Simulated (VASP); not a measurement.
A run of VASP 6.6.1:

Contents of INCAR:

```
SYSTEM = InSb3
  ALGO = Normal
  EDIFF = 1E-6
  ENCUT = 520
  GGA = PS
  ISIF = 2
  ISMEAR = 0
  LASPH = .TRUE.
  LCHARG = .FALSE.
  LREAL = .FALSE.
  LWAVE = .FALSE.
  NBANDS = 22
  NELM = 100
  PREC = Accurate
  SIGMA = 0.15
```

Contents of KPOINTS:

```
k-points
0
G
  10 10 10
  0 0 0
```

POSCAR

```
InSb3
1.0
    5.0684757204      0.0000000000      0.0000000000
    0.0000000000      5.0684757204      0.0000000000
    0.0000000000      0.0000000000      4.2250813605
In Sb
1 3
Direct
    0.0000000000      0.0000000000      0.0000000000
    0.5000000000      0.0000000000      0.5000000000
    0.0000000000      0.5000000000      0.5000000000
    0.5000000000      0.5000000000      0.0000000000
```

Potentials or basis: VASP PAW PBE potentials, release 64 (In_d, Sb).

Command:

```console
$ cat potpaw_PBE.64/In_d/POTCAR potpaw_PBE.64/Sb/POTCAR > POTCAR
$ mpirun -np 1 vasp_std > vasp.out
```

Hardware: 1 thread of Intel(R) Xeon(R) Platinum 8559C (Emerald Rapids), on a shared host.

Q: Estimate the wall time of this run.

A: Run time: 97 s on 1 thread of Intel(R) Xeon(R) Platinum 8559C (Emerald Rapids) (shared host), peak memory 0.41 GiB. Counts: scf iterations 10, k points 126.
